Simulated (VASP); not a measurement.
Li2ClF: single point with PBE

The system is Li2ClF.

```
F Cl Li
1.0
     1.64380    0.94905    5.26376
    -1.64380    0.94905    5.26376
     0.00000   -1.89810    5.26376
F Cl Li
1 1 2
Cartesian
  1.6438 0.9490 5.2638
  0.0000 0.0000 7.8956
  0.0000 0.0000 4.1588
  0.0000 0.0000 11.6325
```

```
Program                : VASP 6.6.1
Task                   : single point
Functional             : PBE
Potentials or basis    : VASP PAW PBE potentials, release 64 (F, Cl, Li_sv)
Cutoff                 : 520 eV
k mesh                 : 4 × 4 × 4
Occupations            : gaussian, width 0.01 eV
Spin                   : no spin polarisation
Dipole correction      : no
Further INCAR settings : ALGO = Normal; EDIFF = 1e-06; NBANDS = 18
```

```json
{
 "Largest force": "0.022 eV/Å",
 "Band gap on the k mesh": "4.87 eV"
}
```

Forces on the atoms (eV/Å):
```
F    0.000  0.000  0.000
Cl   0.000  0.000  0.000
Li   0.000  0.000 -0.022
Li   0.000  0.000  0.022
```

Levels at points of the mesh, in eV from the valence-band top:
```
           k point  band 7  band 8  band 9  band 10  band 11  band 12  band 13  band 14
(0.00, 0.00, 0.00)   -2.80   -1.47    0.00     0.00     4.87     7.90    10.90    10.90
(0.50, 0.00, 0.00)   -3.11   -3.10   -2.08    -0.90     8.21     8.38     9.11     9.14
(0.50, 0.50, 0.00)   -3.15   -2.59   -1.42    -0.80     6.52     8.30     9.27    10.35
(0.50, 0.50, 0.50)   -2.80   -2.77   -0.02    -0.02     6.13     8.13    10.29    11.53
```

It took 17 s on 1 thread of Intel(R) Xeon(R) 6975P-C (Granite Rapids) (shared host), peak memory 0.22 GiB.

Caveat: the k points lie up to 0.56 Å⁻¹ apart.
